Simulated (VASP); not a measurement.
# Ti2O in VASP: notebook, part 2 of 2

VASP 6.6.1.

## (4) Single point, PBEsol

This run uses another cell than the first one, of 11.60 Å³/atom, 0.988 times its volume.

INCAR

```
SYSTEM = Ti2O
PREC = Accurate
ENCUT = 520
EDIFF = 1E-6
ISMEAR = 0
SIGMA = 0.1
LREAL = .False.
LASPH = .True.
NELM = 60
ALGO = Normal
ISIF = 2
LWAVE = .False.
LCHARG = .False.
GGA = PS
NBANDS = 22
```

KPOINTS

```
regular mesh
0
Gamma
  12 12 8
  0 0 0
```

POSCAR

```
Ti2O
1.0
    2.9193980238      0.0000000000      0.0000000000
   -1.4596990119      2.5282728524      0.0000000000
    0.0000000000      0.0000000000      4.7130000000
Ti O
2 1
Direct
    0.6666666667      0.3333333333      0.2787400000
    0.3333333333      0.6666666667      0.7212600000
    0.0000000000      0.0000000000      0.0000000000
```

Potentials or basis: VASP PAW PBE potentials, release 64 (Ti_sv, O).

The run is started by

```sh
$ cat potpaw_PBE.64/Ti_sv/POTCAR potpaw_PBE.64/O/POTCAR > POTCAR
$ mpirun -np 1 vasp_std > vasp.out
```

OUTCAR:

```text
SYSTEM = Ti2O
   PREC = Accurate
   ENCUT = 520
   EDIFF = 1E-6
   ISMEAR = 0
   LREAL = .False.
   LASPH = .True.
   NELM = 60
   ISIF = 2
   GGA = PS

 ion  position               nearest neighbor table
   1  0.667  0.333  0.279-   3 2.14   3 2.14   3 2.14   2 2.68   2 2.68   2 2.68
   2  0.333  0.667  0.721-   3 2.14   3 2.14   3 2.14   1 2.68   1 2.68   1 2.68
   3  0.000  0.000  0.000-   1 2.14   2 2.14   1 2.14   2 2.14   1 2.14   2 2.14

  LATTYP: Found a hexagonal cell.
 ALAT       =     2.9193980238
 C/A-ratio  =     1.6143739091

  Lattice vectors:

 A1 = (   2.9193980238,   0.0000000000,   0.0000000000)
 A2 = (  -1.4596990119,   2.5282728524,   0.0000000000)
 A3 = (   0.0000000000,   0.0000000000,   4.7130000000)

Analysis of symmetry for initial positions (statically):
=====================================================================
 Subroutine PRICEL returns:
 Original cell was already a primitive cell.

 Routine SETGRP: Setting up the symmetry group for a
 hexagonal supercell.

 Subroutine GETGRP returns: Found 12 space group operations
 (whereof 12 operations were pure point group operations)
 out of a pool of 24 trial point group operations.

[... 164 lines left out ...]

 E-fermi :  10.3289     XC(G=0): -12.7152

 val. band max:       10.3280473080   @ k =   0.0833   0.0833   0.0000
 cond. band min:      10.3746933567   @ k =   0.0833   0.0833   0.1250
 fundamental gap:      0.0466460487
 Fermi energy:        10.3289429572

 k-point     1 :       0.0000    0.0000    0.0000
  band No.  band energies     occupation
      1     -46.6196      2.00000
      2     -46.4349      2.00000
      3     -23.4603      2.00000
      4     -22.6689      2.00000
      5     -22.6689      2.00000
      6     -22.5574      2.00000
[... 589 lines left out ...]
     21      12.2833      0.00000
     22      13.6375      0.00000

 [... further k-points ...]

------------------------ aborting loop because EDIFF is reached ----------------------------------------

  FORCE on cell =-STRESS in cart. coord.  units (eV):
  Direction    XX          YY          ZZ          XY          YZ          ZX
  --------------------------------------------------------------------------------------
  -------------------------------------------------------------------------------------
  Total        0.6733660      0.6733660      1.6947313      0.0000000      0.0000000     -0.0000000
  in kB       31.0132342     31.0132342     78.0542840      0.0000000      0.0000000     -0.0000000
  external PRESSURE =      46.6935841 kB  Pullay stress =       0.0000000 kB

 VOLUME and BASIS-vectors are now :
 -----------------------------------------------------------------------------
  energy-cutoff  :      520.00
  volume of cell :       34.79
      direct lattice vectors                 reciprocal lattice vectors
     2.919398024  0.000000000  0.000000000     0.342536369  0.197763465  0.000000000
    -1.459699012  2.528272852  0.000000000     0.000000000  0.395526930  0.000000000
     0.000000000  0.000000000  4.713000000     0.000000000  0.000000000  0.212179079

 POSITION                                       TOTAL-FORCE (eV/Angst)
 -----------------------------------------------------------------------------------
      1.45970      0.84276      1.31370        -0.000000     -0.000000     -1.275820
     -0.00000      1.68552      3.39930         0.000000      0.000000      1.275820
      0.00000      0.00000      0.00000         0.000000      0.000000      0.000000
 -----------------------------------------------------------------------------------
    total drift:                               -0.000000      0.000000      0.000000

  FREE ENERGIE OF THE ION-ELECTRON SYSTEM (eV)
  ---------------------------------------------------
  free  energy   TOTEN  =       -27.5183713253 eV

  energy  without entropy=      -27.5147229698  energy(sigma->0) =      -27.51654715
```

OSZICAR:

```text
N       E                     dE             d eps       ncg     rms          rms(c)
DAV:   1     0.343525649602E+03    0.34353E+03   -0.15259E+04  5780   0.173E+03
DAV:   2     0.100812093287E+02   -0.33344E+03   -0.31845E+03  6166   0.481E+02
DAV:   3    -0.286234495321E+02   -0.38705E+02   -0.37760E+02  9024   0.146E+02
DAV:   4    -0.315524401971E+02   -0.29290E+01   -0.29108E+01  7630   0.356E+01
DAV:   5    -0.316578392417E+02   -0.10540E+00   -0.10539E+00  7694   0.597E+00    0.180E+01
DAV:   6    -0.277302310815E+02    0.39276E+01   -0.19489E+01  7662   0.442E+01    0.569E+00
DAV:   7    -0.275263251932E+02    0.20391E+00   -0.18062E+00  7930   0.104E+01    0.335E+00
DAV:   8    -0.275139781394E+02    0.12347E-01   -0.23209E-01  7566   0.418E+00    0.107E+00
DAV:   9    -0.275171618315E+02   -0.31837E-02   -0.45825E-02  8618   0.203E+00    0.507E-01
DAV:  10    -0.275183665739E+02   -0.12047E-02   -0.85911E-03  7344   0.799E-01    0.792E-02
DAV:  11    -0.275183811878E+02   -0.14614E-04   -0.72208E-04  8752   0.342E-01    0.469E-02
DAV:  12    -0.275183762733E+02    0.49145E-05   -0.15076E-04  6986   0.122E-01    0.104E-02
DAV:  13    -0.275183715469E+02    0.47264E-05   -0.11438E-05  7052   0.436E-02    0.502E-03
DAV:  14    -0.275183713253E+02    0.22158E-06   -0.14275E-06  3870   0.134E-02
   1 F= -.27518371E+02 E0= -.27516547E+02  d E =-.364836E-02
```

stdout:

```text
POSCAR found type information on POSCAR TiO
 POSCAR found :  2 types and       3 ions
 scaLAPACK will be used
 -----------------------------------------------------------------------------
|                                                                             |
|                                                                             |
|     You enforced a specific xc type in the INCAR file but a different       |
|     I HOPE YOU KNOW WHAT YOU ARE DOING!                                     |
|                                                                             |
 -----------------------------------------------------------------------------

 LDA part: xc-table for (Slater+PW92), standard interpolation
 POSCAR, INCAR and KPOINTS ok, starting setup
 FFT: planning ... GRIDC
 FFT: planning ... GRID_SOFT
 FFT: planning ... GRID
 WAVECAR not read
 entering main loop
```

It took 78 s on 1 thread of Intel Xeon Platinum 8375C at 2.90GHz (Ice Lake), shared host; peak memory 0.22 GiB.

What came out:

- Free energy: -27.5184 eV
- Pressure: 4.7 GPa
- Largest force: 1.276 eV/Å
- Band gap on the k mesh: zero (band 15 reaches 10.83 eV, above the bottom of band 16 at 9.87 eV)

Forces on the atoms (eV/Å):
```
Ti   0.000  0.000 -1.276
Ti   0.000  0.000  1.276
O    0.000  0.000  0.000
```

Caveat: the PAW data sets were made with another functional, which shifts forces and pressure a little.

## (5) Overview

| cell | k mesh | gap on the mesh (eV) | pressure (GPa) | largest force (eV/Å) |
| --- | --- | --- | --- | --- |
| a = 2.944, b = 2.921, c = 4.708 Å, angles 88.5, 91.8, 119.5°, 3 atoms | 6 × 6 × 4 | none | 2.7 | 2.15 |
| a = 2.919, b = 2.919, c = 4.713 Å, angles 90.0, 90.0, 120.0°, 3 atoms | 12 × 12 × 6 | none | 4.6 | 1.29 |
| a = 2.919, b = 2.919, c = 4.713 Å, angles 90.0, 90.0, 120.0°, 3 atoms | 12 × 12 × 8 | none | 4.7 | 1.28 |

Alike in all rows: task single point; level PBEsol; potentials or basis VASP PAW PBE potentials, release 64 (Ti_sv, O); no spin polarisation; cutoff (eV) 520; smearing gaussian 0.1 eV.

Caveats: some runs use coarse meshes; the PAW data sets were made with another functional, which shifts forces and pressure a little.

Total energies depend on the potentials used, so only differences within one code and one set of settings carry meaning.
